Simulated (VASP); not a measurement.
# TaH3Br2 (P-6m2) in VASP: notebook

TaH3Br2 is run at these levels: PBE; tasks: single point.

All numbers are computed with VASP 6.6.1; they aren't measurements. Logs are shortened: lines on timing, memory, paths and dates and some standing lists are left out, and cuts for length are marked.

## 1. The cell of the first run

It takes space group P-6m2 (No. 187, hexagonal). The conventional cell has a = 3.290 Å, b = 3.290 Å, c = 9.554 Å, α = 90.00°, β = 90.00°, γ = 120.00°. Within 2.5 Å of Ta (site symmetry -6m2) lie 3 H at 1.90 Å. H (site symmetry -6m2) has 3 H at 1.90 Å within 2.5 Å. Within 2.5 Å of H (site symmetry -6m2) lie 3 Ta at 1.90 Å. H (site symmetry -6m2) has 3 H at 1.90 Å within 2.5 Å. Br (site symmetry 3m) has 9 H at 2.78 to 3.33 Å and 3 Ta at 2.78 Å and 6 Br at 3.29 Å within 3.7 Å.

## 2. Single point, PBE, collinear spin, ferromagnetic start

Contents of INCAR:

```
SYSTEM = TaH3Br2
PREC = Accurate
ENCUT = 520
EDIFF = 1E-6
ISMEAR = 0
SIGMA = 0.1
LREAL = .False.
LASPH = .True.
NELM = 150
ALGO = Normal
ISIF = 2
LWAVE = .False.
LCHARG = .False.
ISPIN = 2
MAGMOM = 1 0 0 0 0 0
LORBIT = 11
LMAXMIX = 4
GGA = PE
NBANDS = 27
```

Contents of KPOINTS:

```
Automatic mesh
0
Gamma
  6 6 2
  0 0 0
```

Contents of POSCAR:

```
TaH3Br2
1.0
    3.2896198023      0.0000000024      0.0000000000
   -1.6448099032      2.8488943164      0.0000000000
    0.0000000000      0.0000000000      9.5535417855
Ta H Br
1 3 2
Direct
    0.6666666667      0.3333333333      0.5000000000
    0.6666666667      0.3333333333      0.0000000000
    0.0000000000      0.0000000000      0.5000000000
    0.0000000000      0.0000000000      0.0000000000
    0.3333333333      0.6666666667      0.7131636674
    0.3333333333      0.6666666667      0.2868363326
```

Potentials or basis: VASP PAW PBE potentials, release 64 (Ta_pv, H, Br).

Run with:

```sh
$ cat potpaw_PBE.64/Ta_pv/POTCAR potpaw_PBE.64/H/POTCAR potpaw_PBE.64/Br/POTCAR > POTCAR
$ mpirun -np 1 vasp_std > vasp.out
```

OUTCAR:

```text
SYSTEM = TaH3Br2
   PREC = Accurate
   ENCUT = 520
   EDIFF = 1E-6
   ISMEAR = 0
   LREAL = .False.
   LASPH = .True.
   NELM = 150
   ISIF = 2
   ISPIN = 2
   LORBIT = 11
   GGA = PE

 ion  position               nearest neighbor table
   1  0.667  0.333  0.500-   3 1.90   3 1.90   3 1.90   6 2.78   5 2.78   6 2.78   5 2.78   6 2.78
                             5 2.78
   2  0.667  0.333  0.000-
   3  0.000  0.000  0.500-   1 1.90   1 1.90   1 1.90
   4  0.000  0.000  0.000-
   5  0.333  0.667  0.713-   1 2.78   1 2.78   1 2.78
   6  0.333  0.667  0.287-   1 2.78   1 2.78   1 2.78

  LATTYP: Found a hexagonal cell.
 ALAT       =     3.2896198023
 C/A-ratio  =     2.9041477008

  Lattice vectors:

 A1 = (   3.2896198023,   0.0000000024,   0.0000000000)
 A2 = (  -1.6448099032,   2.8488943164,   0.0000000000)
 A3 = (   0.0000000000,   0.0000000000,   9.5535417855)

Analysis of symmetry for initial positions (statically):
=====================================================================
 Subroutine PRICEL returns:
 Original cell was already a primitive cell.

 Routine SETGRP: Setting up the symmetry group for a
 hexagonal supercell.

 Subroutine GETGRP returns: Found 12 space group operations
 (whereof 12 operations were pure point group operations)
 out of a pool of 24 trial point group operations.

The static configuration has the point symmetry D_3h.

Analysis of symmetry for dynamics (positions and initial velocities):
=====================================================================
 Subroutine PRICEL returns:
 Original cell was already a primitive cell.

 Routine SETGRP: Setting up the symmetry group for a
 hexagonal supercell.

 Subroutine GETGRP returns: Found 12 space group operations
 (whereof 12 operations were pure point group operations)
 out of a pool of 24 trial point group operations.

The dynamic configuration has the point symmetry D_3h.

Analysis of structural, dynamic, and magnetic symmetry:
=====================================================================
 Subroutine PRICEL returns:
 Original cell was already a primitive cell.

 Routine SETGRP: Setting up the symmetry group for a
 hexagonal supercell.

 Subroutine GETGRP returns: Found 12 space group operations
 (whereof 12 operations were pure point group operations)
 out of a pool of 24 trial point group operations.

The overall configuration has the point symmetry D_3h.

 Subroutine INISYM returns: Found 12 space group operations
 (whereof 12 operations are pure point group operations),
 and found     1 'primitive' translations

----------------------------------------------------------------------------------------

                                     Primitive cell

  volume of cell :      89.5337

  direct lattice vectors                    reciprocal lattice vectors
     3.289619802  0.000000002  0.000000000     0.303986497  0.175506686  0.000000000
    -1.644809903  2.848894316  0.000000000    -0.000000000  0.351013372  0.000000000
     0.000000000  0.000000000  9.553541786     0.000000000  0.000000000  0.104673222

  length of vectors
     3.289619802  3.289619802  9.553541786     0.351013372  0.351013372  0.104673222

  position of ions in fractional coordinates (direct lattice)
     0.666666667  0.333333333  0.500000000
     0.666666667  0.333333333  0.000000000
     0.000000000  0.000000000  0.500000000
     0.000000000  0.000000000  0.000000000
     0.333333333  0.666666667  0.713163667
     0.333333333  0.666666667  0.286836333

  ion indices of the primitive-cell ions
   primitive index   ion index
                 1           1
                 2           2
                 3           3
                 4           4
                 5           5
                 6           6

----------------------------------------------------------------------------------------

 KPOINTS: Automatic mesh

Automatic generation of k-mesh.
 Grid dimensions read from file:
 generate k-points for:    6    6    2

 Generating k-lattice:

  Cartesian coordinates                     Fractional coordinates (reciprocal lattice)
     0.050664416  0.029251114  0.000000000     0.166666667  0.000000000  0.000000000
    -0.000000000  0.058502229  0.000000000     0.000000000  0.166666667  0.000000000
     0.000000000  0.000000000  0.052336611     0.000000000  0.000000000  0.500000000

  Length of vectors
     0.058502229  0.058502229  0.052336611

  Shift w.r.t. Gamma in fractional coordinates (k-lattice)
     0.000000000  0.000000000  0.000000000

 Subroutine IBZKPT returns following result:
 ===========================================

 Found     14 irreducible k-points:

 Following reciprocal coordinates:
            Coordinates               Weight
  0.000000  0.000000  0.000000      1.000000
  0.166667  0.000000  0.000000      6.000000
  0.333333  0.000000  0.000000      6.000000
  0.500000  0.000000  0.000000      3.000000
  0.166667  0.166667  0.000000      6.000000
  0.333333  0.166667  0.000000     12.000000
  0.333333  0.333333  0.000000      2.000000
  0.000000  0.000000  0.500000      1.000000
  0.166667  0.000000  0.500000      6.000000
  0.333333  0.000000  0.500000      6.000000
  0.500000  0.000000  0.500000      3.000000
  0.166667  0.166667  0.500000      6.000000
  0.333333  0.166667  0.500000     12.000000
  0.333333  0.333333  0.500000      2.000000
   k-points           NKPTS =     14   k-points in BZ     NKDIM =     14   number of bands    NBANDS=     27
   number of dos      NEDOS =    301   number of ions     NIONS =      6
   total plane-waves  NPLWV =  41472
   dimension x,y,z NGX =    24 NGY =   24 NGZ =   72
   dimension x,y,z NGXF=    48 NGYF=   48 NGZF=  144
   ions per type =               1   3   2
   NGX,Y,Z   is equivalent  to a cutoff of  12.13, 12.13, 12.53 a.u.
   NGXF,Y,Z  is equivalent  to a cutoff of  24.26, 24.26, 25.06 a.u.
 SYSTEM =  TaH3Br2
   PREC   = accura    normal or accurate (medium, high low for compatibility)
   ISTART =      0    job   : 0-new  1-cont  2-samecut
   ICHARG =      2    charge: 1-file 2-atom 10-const
   ISPIN  =      2    spin polarized calculation?
   LNONCOLLINEAR =      F non collinear calculations
   LSORBIT =      F    spin-orbit coupling
   LASPH  =      T    aspherical Exc in radial PAW
   ENCUT  =  520.0 eV  38.22 Ry    6.18 a.u.   6.12  6.12 17.76*2*pi/ulx,y,z
   NELM   =    150;   NELMIN=  2; NELMDL= -5     # of ELM steps
   EDIFF  = 0.1E-05   stopping-criterion for ELM
   LREAL  =      F    real-space projection
   EDIFFG = 0.1E-04   stopping-criterion for IOM
   NSW    =      0    number of steps for IOM
   IBRION =     -1    ionic relax: 0-MD 1-quasi-New 2-CG
   NFREE  =      0    steps in history (QN), initial steepest desc. (CG)
   ISIF   =      2    stress and relaxation
   ISYM   =      2    0-nonsym 1-usesym 2-fastsym
   POTIM  = 0.5000    time-step for ionic-motion
   TEBEG  =    0.0;   TEEND  =   0.0 temperature during run
   PSTRESS=    0.0 pullay stress
   NELECT =      28.0000    total number of electrons
   NUPDOWN=      -1.0000    fix difference up-down
   EMIN   =  10.00;   EMAX   =-10.00  energy-range for DOS
   EFERMI =   0.00;   METHOD = LEGACY
   ISMEAR =     0;   SIGMA  =   0.10  broadening in eV -4-tet -1-fermi 0-gaus
   EFERMI_NEDOS =   21; number of points for ismear=-14 and -15
   IALGO  =     38    algorithm
   IMIX   =      4    mixing-type and parameters
     AMIX     =   0.40;   BMIX     =  1.00
     AMIX_MAG =   1.60;   BMIX_MAG =  1.00
  volume/ion in A,a.u.               =      14.92       100.70
  Fermi-wavevector in a.u.,A,eV,Ry     =   1.111217  2.099895 16.800503  1.234802
  Thomas-Fermi vector in A             =   2.247777
   LORBIT       =     11    0 simple, 1 ext, 2 COOP (PROOUT), +10 PAW based schemes
   GGA     = PE    functional components
   LHFCALC =     F    Hartree Fock is set to
   AEXX    =    0.0000 exact exchange contribution
   IVDW    =     0    specifies the selected vdW correction
   LEPSILON=     F    determine dielectric tensor
   LRPA    =     F    only Hartree local field effects (RPA)
 spin polarized calculation
 Gauss-broadening in eV      SIGMA  =   0.10
  energy-cutoff  :      520.00
  volume of cell :       89.53
 maximum number of plane-waves:      2442
   NGX = 13   NGY = 13   NGZ = 35

 number of electron      27.9999988 magnetization       0.3114942

 Free energy of the ion-electron system (eV)
  ---------------------------------------------------
  ext. energy  EPLUGINS =         0.00000000
  ---------------------------------------------------
  free energy    TOTEN  =       -22.72223693 eV

  energy without entropy =      -22.70426765  energy(sigma->0) =      -22.71325229

 E-fermi :   3.5895     XC(G=0):  -9.5417

 val. band max:        3.5751465180   @ k =   0.5000   0.0000   0.5000
 cond. band min:       3.6059187373   @ k =   0.5000   0.0000   0.0000
 fundamental gap:      0.0307722193
 Fermi energy:         3.5894591154

 spin component 1

 k-point     1 :       0.0000    0.0000    0.0000
  band No.  band energies     occupation
      1     -32.8053      1.00000
      2     -32.3264      1.00000
      3     -32.3264      1.00000
      4     -14.3841      1.00000
      5     -13.9660      1.00000
      6      -6.4701      1.00000
[... 18 lines left out ...]
     25      12.7720      0.00000
     26      13.6215      0.00000

 k-point     2 :       0.1667    0.0000    0.0000
  band No.  band energies     occupation
      1     -32.7923      1.00000
      2     -32.4164      1.00000
      3     -32.3460      1.00000
      4     -14.0872      1.00000
      5     -13.7621      1.00000
      6      -5.9170      1.00000
[... 18 lines left out ...]
     25      13.3405      0.00000
[... 318 lines left out ...]
     25      11.9455      0.00000
     26      13.1112      0.00000

 k-point    14 :       0.3333    0.3333    0.5000
  band No.  band energies     occupation
      1     -32.7463      1.00000
      2     -32.5849      1.00000
      3     -32.5524      1.00000
      4     -12.8831      1.00000
      5     -12.8285      1.00000
      6      -4.2383      1.00000
[... 18 lines left out ...]
     25      12.6854      0.00000
     26      12.9896      0.00000
 Fermi energy:         3.5894591154

 spin component 2

 k-point     1 :       0.0000    0.0000    0.0000
  band No.  band energies     occupation
      1     -32.7038      1.00000
      2     -32.2274      1.00000
      3     -32.2274      1.00000
      4     -14.3628      1.00000
      5     -13.9488      1.00000
      6      -6.3861      1.00000
[... 18 lines left out ...]
     25      12.7952      0.00000
     26      13.6544      0.00000

 k-point     2 :       0.1667    0.0000    0.0000
  band No.  band energies     occupation
      1     -32.6907      1.00000
      2     -32.3168      1.00000
      3     -32.2468      1.00000
      4     -14.0664      1.00000
      5     -13.7448      1.00000
      6      -5.8389      1.00000
[... 18 lines left out ...]
     25      13.3729      0.00000
[... 318 lines left out ...]
     25      11.9917      0.00000
     26      13.1920      0.00000

 k-point    14 :       0.3333    0.3333    0.5000
  band No.  band energies     occupation
      1     -32.6445      1.00000
      2     -32.4848      1.00000
      3     -32.4513      1.00000
      4     -12.8652      1.00000
      5     -12.8096      1.00000
      6      -4.1969      1.00000
[... 18 lines left out ...]
     25      12.7134      0.00000
     26      13.0061      0.00000
 [bands above 26 left out]

------------------------ aborting loop because EDIFF is reached ----------------------------------------

  FORCE on cell =-STRESS in cart. coord.  units (eV):
  Direction    XX          YY          ZZ          XY          YZ          ZX
  --------------------------------------------------------------------------------------
  -------------------------------------------------------------------------------------
  Total       -0.0114870     -0.0114870      0.2198154     -0.0000000     -0.0000000      0.0000000
  in kB       -0.2055566     -0.2055566      3.9335284     -0.0000000     -0.0000000      0.0000000
  external PRESSURE =       1.1741384 kB  Pullay stress =       0.0000000 kB

 VOLUME and BASIS-vectors are now :
 -----------------------------------------------------------------------------
  energy-cutoff  :      520.00
  volume of cell :       89.53
      direct lattice vectors                 reciprocal lattice vectors
     3.289619802  0.000000002  0.000000000     0.303986497  0.175506686  0.000000000
    -1.644809903  2.848894316  0.000000000    -0.000000000  0.351013372  0.000000000
     0.000000000  0.000000000  9.553541786     0.000000000  0.000000000  0.104673222

 POSITION                                       TOTAL-FORCE (eV/Angst)
 -----------------------------------------------------------------------------------
      1.64481      0.94963      4.77677        -0.000000     -0.000000      0.000000
      1.64481      0.94963      0.00000        -0.000000     -0.000000      0.000000
      0.00000      0.00000      4.77677         0.000000     -0.000000      0.000000
      0.00000      0.00000      0.00000        -0.000000     -0.000000      0.000000
     -0.00000      1.89926      6.81324         0.000000     -0.000000     -0.019666
     -0.00000      1.89926      2.74030         0.000000      0.000000      0.019666
 -----------------------------------------------------------------------------------
    total drift:                                0.000000     -0.000000      0.000000

  FREE ENERGIE OF THE ION-ELECTRON SYSTEM (eV)
  ---------------------------------------------------
  free  energy   TOTEN  =       -22.7222369271 eV

  energy  without entropy=      -22.7042676506  energy(sigma->0) =      -22.71325229

 total charge

# of ion       s       p       d       tot
------------------------------------------
    1        0.239   6.135   2.369   8.743
    2        0.360   0.003   0.000   0.362
    3        0.593   0.029   0.000   0.622
    4        0.361   0.003   0.000   0.363
    5        1.630   3.188   0.045   4.864
    6        1.630   3.188   0.045   4.864
--------------------------------------------------
tot          4.813  12.546   2.460  19.819

 magnetization (x)

# of ion       s       p       d       tot
------------------------------------------
    1        0.002   0.003   0.152   0.158
    2       -0.001   0.000   0.000  -0.001
    3       -0.001   0.002   0.000   0.001
    4        0.021   0.000   0.000   0.021
    5        0.001   0.013   0.002   0.016
    6        0.001   0.013   0.002   0.016
--------------------------------------------------
tot          0.023   0.032   0.155   0.211
```

It took 39 s on 1 thread of Intel Xeon 6975P-C (Granite Rapids), shared host; peak memory 0.25 GiB.

Results:

```yaml
Free_energy: -22.7222 eV
Pressure: 0.1 GPa
Largest_force: 0.020 eV/Å
Net_moment: 0.31 μB per cell
Site_moments: Ta +0.16; H -0.00, +0.00, +0.02; Br +0.02 μB
Valence_electrons_inside_the_program's_atomic_spheres: Ta 8.74; H 0.36, 0.62; Br 4.86
```

Forces on the atoms (eV/Å):
```
Ta   0.000  0.000  0.000
H    0.000  0.000  0.000
H    0.000  0.000  0.000
H    0.000  0.000  0.000
Br   0.000  0.000 -0.020
Br   0.000  0.000  0.020
```

Stress tensor (GPa, compression positive):
```
-0.02  0.00  0.00
 0.00 -0.02  0.00
 0.00  0.00  0.39
```

Caveat: the k points lie up to 0.37 Å⁻¹ apart; spin-orbit coupling is left out, which moves the levels of the heavy elements.

## 3. Single point, PBE

This run uses another cell than the first one, of 14.99 Å³/atom, 1.004 times its volume.

Contents of INCAR:

```
PREC = Accurate
ENCUT = 520
EDIFF = 1E-7
ISMEAR = 0
SIGMA = 0.1
LREAL = F
LASPH = T
NELM = 60
ALGO = Normal
ISIF = 2
LWAVE = F
LCHARG = T
GGA = PE
LELF = T
LVHAR = T
NBANDS = 23
```

Contents of KPOINTS:

```
Automatic mesh
0
Gamma
  12 12 4
```

Contents of POSCAR:

```
TaH3Br2
1.0
    3.2828535890      0.0000000000      0.0000000000
   -1.6414267945      2.8430346049      0.0000000000
    0.0000000000      0.0000000000      9.6337893699
Ta H Br
1 3 2
Direct
    0.6666666667      0.3333333333      0.5000000000
    0.6666666667      0.3333333333      0.0000000000
    0.0000000000      0.0000000000      0.5000000000
    0.0000000000      0.0000000000      0.0000000000
    0.3333333333      0.6666666667      0.7117896766
    0.3333333333      0.6666666667      0.2882103234
```

Potentials or basis: VASP PAW PBE potentials, release 64 (Ta_pv, H, Br).

Run with:

```sh
$ cat potpaw_PBE.64/Ta_pv/POTCAR potpaw_PBE.64/H/POTCAR potpaw_PBE.64/Br/POTCAR > POTCAR
$ mpirun -np 1 vasp_std > vasp.out
```

Run time: 48 s. Hardware: 1 thread of Intel Xeon 6975P-C (Granite Rapids), shared host; peak memory 0.26 GiB.

Results (log left out):

| Quantity | Value |
| --- | --- |
| Free energy | -22.7517 eV |
| Pressure | 0.0 GPa |
| Largest force | 0.011 eV/Å |
| Band gap on the k mesh | zero (band 14 reaches 3.75 eV, above the bottom of band 15 at 3.12 eV) |

Forces in eV/Å, atoms in the order of the input:
```
Ta   0.000  0.000  0.000
H    0.000  0.000  0.000
H    0.000  0.000  0.000
H    0.000  0.000  0.000
Br   0.000  0.000  0.011
Br   0.000  0.000 -0.011
```

Levels at points of the mesh, in eV from the Fermi level:
```tsv
k point	band 10	band 11	band 12	band 13	band 14	band 15	band 16	band 17	band 18	band 19
(0.00, 0.00, 0.00)	-3.29	-3.29	-2.73	-2.73	-0.43	-0.43	0.81	0.93	0.93	4.78
(0.50, 0.00, 0.00)	-5.35	-4.31	-3.53	-2.19	0.06	0.53	0.68	1.43	2.15	2.32
(0.00, 0.00, 0.50)	-3.29	-3.29	-2.73	-2.73	-0.43	-0.43	0.74	0.93	0.93	4.93
(0.50, 0.00, 0.50)	-5.39	-4.31	-3.53	-2.16	0.02	0.33	1.12	1.42	2.02	2.15
```

Caveat: spin-orbit coupling is left out, which moves the levels of the heavy elements.

(Part 1 of 2 ends here.)
